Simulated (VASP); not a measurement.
# CdS (Pmmn) in VASP: further runs

CdS is run at these levels: LDA; tasks: single point.

All numbers are computed with VASP 6.6.1; they aren't measurements. Logs are shortened: lines on timing, memory, paths and dates and some standing lists are left out, and cuts for length are marked.

### Step 1. The cell of the first run

It takes space group Pmmn (No. 59, orthorhombic). The conventional cell has a = 3.898 Å, b = 5.511 Å, c = 3.898 Å, α = 90.00°, β = 90.00°, γ = 90.00°. Cd (site symmetry mm2) has 6 S at 2.75 to 2.76 Å within 3.6 Å. Within 3.6 Å of S (site symmetry mm2) lie 6 Cd at 2.75 to 2.76 Å.

### Step 2. Single point, LDA

INCAR reads:

```
SYSTEM = CdS
PREC = Accurate
ENCUT = 520
EDIFF = 1E-6
ISMEAR = -1
SIGMA = 0.1
LREAL = .FALSE.
LASPH = .TRUE.
NELM = 60
ALGO = Normal
ISIF = 2
LWAVE = .FALSE.
LCHARG = .FALSE.
NBANDS = 26
```

KPOINTS reads:

```
Automatic mesh
0
G
  6 4 6
  0 0 0
```

POSCAR reads:

```
CdS
1.0
    3.8984360000      0.0000000000      0.0000000000
    0.0000000000      5.5114920000      0.0000000000
    0.0000000000      0.0000000000      3.8981040000
Cd S
2 2
Direct
    0.5000000000      0.5000000000      0.2430260000
    0.0000000000      0.0000000000      0.7569740000
    0.5000000000      0.0000000000      0.2551630000
    0.0000000000      0.5000000000      0.7448370000
```

Potentials or basis: VASP PAW LDA potentials, release 64 (Cd, S).

Command:

```bash
$ cat potpaw_LDA.64/Cd/POTCAR potpaw_LDA.64/S/POTCAR > POTCAR
$ mpirun -np 1 vasp_std > vasp.out
```

OUTCAR:

```text
SYSTEM = CdS
   PREC = Accurate
   ENCUT = 520
   EDIFF = 1E-6
   ISMEAR = -1
   LREAL = .FALSE.
   LASPH = .TRUE.
   NELM = 60
   ISIF = 2

 ion  position               nearest neighbor table
   1  0.500  0.500  0.243-   4 2.75   4 2.75   3 2.76   3 2.76   4 2.76   4 2.76
   2  0.000  0.000  0.757-   3 2.75   3 2.75   4 2.76   4 2.76   3 2.76   3 2.76
   3  0.500  0.000  0.255-   2 2.75   2 2.75   1 2.76   1 2.76   2 2.76   2 2.76
   4  0.000  0.500  0.745-   1 2.75   1 2.75   2 2.76   2 2.76   1 2.76   1 2.76

  LATTYP: Found a simple orthorhombic cell.
 ALAT       =     3.8981040000
 B/A-ratio  =     1.0000851696
 C/A-ratio  =     1.4138904452

  Lattice vectors:

 A1 = (   0.0000000000,   0.0000000000,   3.8981040000)
 A2 = (   3.8984360000,   0.0000000000,   0.0000000000)
 A3 = (   0.0000000000,   5.5114920000,   0.0000000000)

Analysis of symmetry for initial positions (statically):
=====================================================================
 Subroutine PRICEL returns:
 Original cell was already a primitive cell.

 Routine SETGRP: Setting up the symmetry group for a
 simple orthorhombic supercell.

 Subroutine GETGRP returns: Found  8 space group operations
 (whereof  4 operations were pure point group operations)
 out of a pool of  8 trial point group operations.

The static configuration has the point symmetry C_2v.
 The point group associated with its full space group is D_2h.

Analysis of symmetry for dynamics (positions and initial velocities):
=====================================================================
 Subroutine PRICEL returns:
 Original cell was already a primitive cell.

 Routine SETGRP: Setting up the symmetry group for a
 simple orthorhombic supercell.

 Subroutine GETGRP returns: Found  8 space group operations
 (whereof  4 operations were pure point group operations)
 out of a pool of  8 trial point group operations.

The dynamic configuration has the point symmetry C_2v.
 The point group associated with its full space group is D_2h.

 Subroutine INISYM returns: Found  8 space group operations
 (whereof  4 operations are pure point group operations),
 and found     1 'primitive' translations

----------------------------------------------------------------------------------------

                                     Primitive cell

  volume of cell :      83.7554

  direct lattice vectors                    reciprocal lattice vectors
     3.898436000  0.000000000  0.000000000     0.256513125  0.000000000  0.000000000
     0.000000000  5.511492000  0.000000000     0.000000000  0.181439073  0.000000000
     0.000000000  0.000000000  3.898104000     0.000000000  0.000000000  0.256534972

  length of vectors
     3.898436000  5.511492000  3.898104000     0.256513125  0.181439073  0.256534972

  position of ions in fractional coordinates (direct lattice)
     0.500000000  0.500000000  0.243026000
     0.000000000  0.000000000  0.756974000
     0.500000000  0.000000000  0.255163000
     0.000000000  0.500000000  0.744837000

  ion indices of the primitive-cell ions
   primitive index   ion index
                 1           1
                 2           2
                 3           3
                 4           4

----------------------------------------------------------------------------------------

 KPOINTS: Automatic mesh

Automatic generation of k-mesh.
 Grid dimensions read from file:
 generate k-points for:    6    4    6

 Generating k-lattice:

  Cartesian coordinates                     Fractional coordinates (reciprocal lattice)
     0.042752187  0.000000000  0.000000000     0.166666667  0.000000000  0.000000000
     0.000000000  0.045359768  0.000000000     0.000000000  0.250000000  0.000000000
     0.000000000  0.000000000  0.042755829     0.000000000  0.000000000  0.166666667

  Length of vectors
     0.042752187  0.045359768  0.042755829

  Shift w.r.t. Gamma in fractional coordinates (k-lattice)
     0.000000000  0.000000000  0.000000000

 Subroutine IBZKPT returns following result:
 ===========================================

 Found     48 irreducible k-points:

 Following reciprocal coordinates:
            Coordinates               Weight
  0.000000  0.000000  0.000000      1.000000
  0.166667  0.000000  0.000000      2.000000
  0.333333  0.000000  0.000000      2.000000
  0.500000  0.000000  0.000000      1.000000
  0.000000  0.250000  0.000000      2.000000
  0.166667  0.250000  0.000000      4.000000
[... 16 lines left out ...]
  0.333333  0.500000  0.166667      4.000000
  0.500000  0.500000  0.166667      2.000000
 [... further k-points ...]
   k-points           NKPTS =     48   k-points in BZ     NKDIM =     48   number of bands    NBANDS=     26
   number of dos      NEDOS =    301   number of ions     NIONS =      4
   total plane-waves  NPLWV =  37800
   dimension x,y,z NGX =    30 NGY =   42 NGZ =   30
   dimension x,y,z NGXF=    60 NGYF=   84 NGZF=   60
   ions per type =               2   2
   NGX,Y,Z   is equivalent  to a cutoff of  12.79, 12.67, 12.79 a.u.
   NGXF,Y,Z  is equivalent  to a cutoff of  25.59, 25.34, 25.59 a.u.
 SYSTEM =  CdS
   PREC   = accura    normal or accurate (medium, high low for compatibility)
   ISTART =      0    job   : 0-new  1-cont  2-samecut
   ICHARG =      2    charge: 1-file 2-atom 10-const
   ISPIN  =      1    spin polarized calculation?
   LNONCOLLINEAR =      F non collinear calculations
   LSORBIT =      F    spin-orbit coupling
   LASPH  =      T    aspherical Exc in radial PAW
   ENCUT  =  520.0 eV  38.22 Ry    6.18 a.u.   7.25 10.25  7.25*2*pi/ulx,y,z
   NELM   =     60;   NELMIN=  2; NELMDL= -5     # of ELM steps
   EDIFF  = 0.1E-05   stopping-criterion for ELM
   LREAL  =      F    real-space projection
   EDIFFG = 0.1E-04   stopping-criterion for IOM
   NSW    =      0    number of steps for IOM
   IBRION =     -1    ionic relax: 0-MD 1-quasi-New 2-CG
   NFREE  =      0    steps in history (QN), initial steepest desc. (CG)
   ISIF   =      2    stress and relaxation
   ISYM   =      2    0-nonsym 1-usesym 2-fastsym
   POTIM  = 0.5000    time-step for ionic-motion
   TEBEG  =    0.0;   TEEND  =   0.0 temperature during run
   PSTRESS=    0.0 pullay stress
   NELECT =      36.0000    total number of electrons
   NUPDOWN=      -1.0000    fix difference up-down
   EMIN   =  10.00;   EMAX   =-10.00  energy-range for DOS
   EFERMI =   0.00;   METHOD = LEGACY
   ISMEAR =    -1;   SIGMA  =   0.10  broadening in eV -4-tet -1-fermi 0-gaus
   EFERMI_NEDOS =   21; number of points for ismear=-14 and -15
   IALGO  =     38    algorithm
   IMIX   =      4    mixing-type and parameters
     AMIX     =   0.40;   BMIX     =  1.00
     AMIX_MAG =   1.60;   BMIX_MAG =  1.00
  volume/ion in A,a.u.               =      20.94       141.30
  Fermi-wavevector in a.u.,A,eV,Ry     =   1.235486  2.334731 20.768298  1.526427
  Thomas-Fermi vector in A             =   2.370134
   LORBIT       =      0    0 simple, 1 ext, 2 COOP (PROOUT), +10 PAW based schemes
   GGA     = CA    functional components
   LHFCALC =     F    Hartree Fock is set to
   AEXX    =    0.0000 exact exchange contribution
   IVDW    =     0    specifies the selected vdW correction
   LEPSILON=     F    determine dielectric tensor
   LRPA    =     F    only Hartree local field effects (RPA)
 non-spin polarized calculation
  energy-cutoff  :      520.00
  volume of cell :       83.76
 maximum number of plane-waves:      2316
 NGX is ok and might be reduce to    30
   NGX = 15   NGY = 21   NGZ = 15

 number of electron      36.0000007 magnetization

 Free energy of the ion-electron system (eV)
  ---------------------------------------------------
  ext. energy  EPLUGINS =         0.00000000
  ---------------------------------------------------
  free energy    TOTEN  =       -14.38240267 eV

  energy without entropy =      -14.36544809  energy(sigma->0) =      -14.37392538

 E-fermi :   2.7370     XC(G=0): -10.6450

 val. band max:        2.5371143716   @ k =   0.0000   0.0000   0.0000
 cond. band min:       3.1140002566   @ k =   0.0000   0.0000   0.0000
 fundamental gap:      0.5768858850
 Fermi energy:         2.7370379989

 k-point     1 :       0.0000    0.0000    0.0000
  band No.  band energies     occupation
      1     -10.1149      2.00000
      2      -9.2324      2.00000
      3      -5.2189      2.00000
      4      -5.0706      2.00000
      5      -5.0702      2.00000
      6      -5.0663      2.00000
[... 18 lines left out ...]
     25      12.0622      0.00000
     26      13.3580      0.00000

 k-point     2 :       0.1667    0.0000    0.0000
  band No.  band energies     occupation
      1      -9.9612      2.00000
      2      -9.1648      2.00000
      3      -5.1912      2.00000
      4      -5.1343      2.00000
      5      -5.1088      2.00000
      6      -5.0811      2.00000
[... 18 lines left out ...]
     25      11.4375      0.00000
     26      11.8749      0.00000

 k-point     3 :       0.3333    0.0000    0.0000
  band No.  band energies     occupation
      1      -9.5720      2.00000
      2      -9.0649      2.00000
      3      -5.2528      2.00000
      4      -5.2234      2.00000
      5      -5.1952      2.00000
      6      -5.1772      2.00000
[... 18 lines left out ...]
     25      10.1901      0.00000
     26      10.4193      0.00000

 k-point     4 :       0.5000    0.0000    0.0000
  band No.  band energies     occupation
      1      -9.1818      2.00000
      2      -9.1818      2.00000
      3      -5.3008      2.00000
      4      -5.3008      2.00000
      5      -5.2455      2.00000
      6      -5.2455      2.00000
[... 18 lines left out ...]
     25       9.6505      0.00000
     26       9.6505      0.00000
[... 496 lines left out ...]
      1      -9.3508      2.00000
      2      -9.3508      2.00000
      3      -5.2649      2.00000
      4      -5.2649      2.00000
      5      -5.2138      2.00000
      6      -5.2138      2.00000
[... 18 lines left out ...]
     25       9.7564      0.00000
     26       9.7564      0.00000

 k-point    23 :       0.3333    0.5000    0.1667
  band No.  band energies     occupation
      1      -9.1399      2.00000
      2      -9.1399      2.00000
      3      -5.3150      2.00000
      4      -5.3150      2.00000
      5      -5.2710      2.00000
      6      -5.2710      2.00000
[... 18 lines left out ...]
     25       9.9356      0.00000
     26       9.9356      0.00000

 k-point    24 :       0.5000    0.5000    0.1667
  band No.  band energies     occupation
      1      -9.0248      2.00000
      2      -9.0248      2.00000
      3      -5.3187      2.00000
      4      -5.3187      2.00000
      5      -5.2312      2.00000
      6      -5.2312      2.00000
[... 18 lines left out ...]
     25      10.2378      0.00000
     26      10.2378      0.00000

 [... further k-points ...]

------------------------ aborting loop because EDIFF is reached ----------------------------------------

  FORCE on cell =-STRESS in cart. coord.  units (eV):
  Direction    XX          YY          ZZ          XY          YZ          ZX
  --------------------------------------------------------------------------------------
  -------------------------------------------------------------------------------------
  Total       -3.4188254     -3.4488445     -3.4229877      0.0000000      0.0000000      0.0000000
  in kB      -65.3995101    -65.9737520    -65.4791304      0.0000000      0.0000000      0.0000000
  external PRESSURE =     -65.6174642 kB  Pullay stress =       0.0000000 kB

 VOLUME and BASIS-vectors are now :
 -----------------------------------------------------------------------------
  energy-cutoff  :      520.00
  volume of cell :       83.76
      direct lattice vectors                 reciprocal lattice vectors
     3.898436000  0.000000000  0.000000000     0.256513125  0.000000000  0.000000000
     0.000000000  5.511492000  0.000000000     0.000000000  0.181439073  0.000000000
     0.000000000  0.000000000  3.898104000     0.000000000  0.000000000  0.256534972

 POSITION                                       TOTAL-FORCE (eV/Angst)
 -----------------------------------------------------------------------------------
      1.94922      2.75575      0.94734         0.000000      0.000000      0.020295
      0.00000      0.00000      2.95076         0.000000      0.000000     -0.020295
      1.94922      0.00000      0.99465         0.000000      0.000000     -0.034183
      0.00000      2.75575      2.90345         0.000000      0.000000      0.034183
 -----------------------------------------------------------------------------------
    total drift:                                0.000000      0.000000      0.000000

  FREE ENERGIE OF THE ION-ELECTRON SYSTEM (eV)
  ---------------------------------------------------
  free  energy   TOTEN  =       -14.3824026707 eV

  energy  without entropy=      -14.3654480882  energy(sigma->0) =      -14.37392538
```

Wall time 1.7 min (1 thread of Intel Xeon 8259CL, shared host); peak memory 0.21 GiB.

Results:

| Quantity | Value |
| --- | --- |
| Free energy | -14.3824 eV |
| Pressure | -6.6 GPa |
| Largest force | 0.034 eV/Å |

Forces on the atoms (eV/Å):
```
Cd   0.000  0.000  0.020
Cd   0.000  0.000 -0.020
S    0.000  0.000 -0.034
S    0.000  0.000  0.034
```

Levels at points of the mesh, in eV from the Fermi level:
```csv
k point,band 16,band 17,band 18,band 19,band 20,band 21
"(0.00, 0.00, 0.00)",-0.93,-0.93,-0.93,-0.20,0.38,5.75
"(0.50, 0.00, 0.00)",-2.49,-0.36,-0.36,4.00,4.00,4.96
"(0.00, 0.50, 0.00)",-1.58,-1.58,-1.58,2.61,2.61,6.11
"(0.50, 0.50, 0.00)",-0.22,-0.22,-0.22,3.12,3.12,5.52
"(0.00, 0.00, 0.50)",-2.48,-0.37,-0.35,3.98,4.01,4.96
"(0.50, 0.00, 0.50)",-2.30,-2.30,-2.30,-0.20,-0.20,5.75
"(0.00, 0.50, 0.50)",-0.22,-0.22,-0.22,3.12,3.12,5.52
"(0.50, 0.50, 0.50)",-3.37,-3.10,-3.10,2.98,2.98,6.25
```

Caveat: the cell stands under tension.

### Step 3. Single point, LDA

INCAR reads:

```
PREC = Accurate
ENCUT = 520
EDIFF = 1E-6
ISMEAR = -1
SIGMA = 0.1
LREAL = F
LASPH = T
NELM = 100
ALGO = Normal
ISIF = 2
LWAVE = F
LCHARG = F
NBANDS = 26
```

KPOINTS reads:

```
regular mesh
0
Gamma
  6 4 6
```

POSCAR is that of step 2.

Potentials or basis: VASP PAW LDA potentials, release 64 (Cd, S).

Command:

```bash
$ cat potpaw_LDA.64/Cd/POTCAR potpaw_LDA.64/S/POTCAR > POTCAR
$ mpirun -np 1 vasp_std > vasp.out
```

Wall time 1.9 min (1 thread of Intel Xeon 8259CL, shared host); peak memory 0.21 GiB.

The run converged. Its results:

```
Free energy   : -14.3824 eV
Pressure      : -6.6 GPa
Largest force : 0.034 eV/Å
```

Forces on the atoms (eV/Å):
```
Cd   0.000  0.000  0.020
Cd   0.000  0.000 -0.020
S    0.000  0.000 -0.034
S    0.000  0.000  0.034
```

Levels at points of the mesh, in eV from the Fermi level:
| k point | band 16 | band 17 | band 18 | band 19 | band 20 | band 21 |
| --- | --- | --- | --- | --- | --- | --- |
| (0.00, 0.00, 0.00) | -0.93 | -0.93 | -0.93 | -0.20 | 0.38 | 5.75 |
| (0.50, 0.00, 0.00) | -2.49 | -0.36 | -0.36 | 4.00 | 4.00 | 4.96 |
| (0.00, 0.50, 0.00) | -1.58 | -1.58 | -1.58 | 2.61 | 2.61 | 6.11 |
| (0.50, 0.50, 0.00) | -0.22 | -0.22 | -0.22 | 3.12 | 3.12 | 5.52 |
| (0.00, 0.00, 0.50) | -2.48 | -0.37 | -0.35 | 3.98 | 4.01 | 4.96 |
| (0.50, 0.00, 0.50) | -2.30 | -2.30 | -2.30 | -0.20 | -0.20 | 5.75 |
| (0.00, 0.50, 0.50) | -0.22 | -0.22 | -0.22 | 3.12 | 3.12 | 5.52 |
| (0.50, 0.50, 0.50) | -3.37 | -3.10 | -3.10 | 2.98 | 2.98 | 6.25 |

Caveat: the cell stands under tension.
